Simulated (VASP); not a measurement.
A run of VASP 6.6.1 is set up as follows.

Contents of INCAR:

```
SYSTEM = RuC2
PREC = Accurate
ENCUT = 520
EDIFF = 1E-6
ISMEAR = 0
SIGMA = 0.1
LREAL = .False.
LASPH = .True.
NELM = 100
ALGO = Normal
ISIF = 2
LWAVE = .False.
LCHARG = .True.
GGA = PE
LELF = .True.
LVHAR = .True.
NBANDS = 31
```

The input KPOINTS:

```
regular mesh
0
Gamma
  12 12 2
  0 0 0
```

Contents of POSCAR:

```
RuC2
1.0
    2.4873134695     -0.0001105365      0.0262529841
   -1.2437717465      2.1545103445      0.0059178988
    0.1929184658      0.1585498353     18.1070428247
Ru C
2 4
Direct
    0.0094899284      0.0625109525      0.0012684735
    0.1918920542      0.0847452262      0.4993328937
    0.2708706514      0.5669223848      0.2505064248
    0.2950898487      0.6927452535      0.7491916538
    0.6042217768      0.2336360014      0.2505080881
    0.6284357406      0.3594401817      0.7491924661
```

Potentials or basis: VASP PAW PBE potentials, release 64 (Ru_pv, C).

Command:

```sh
$ cat potpaw_PBE.64/Ru_pv/POTCAR potpaw_PBE.64/C/POTCAR > POTCAR
$ mpirun -np 1 vasp_std > vasp.out
```

Predict the largest force.

0.007 eV/Å.

Predict the pressure.

0.2 GPa.

Stress tensor (GPa, compression positive):
```
 0.34  0.00  0.01
 0.00  0.29  0.00
 0.01  0.00 -0.08
```
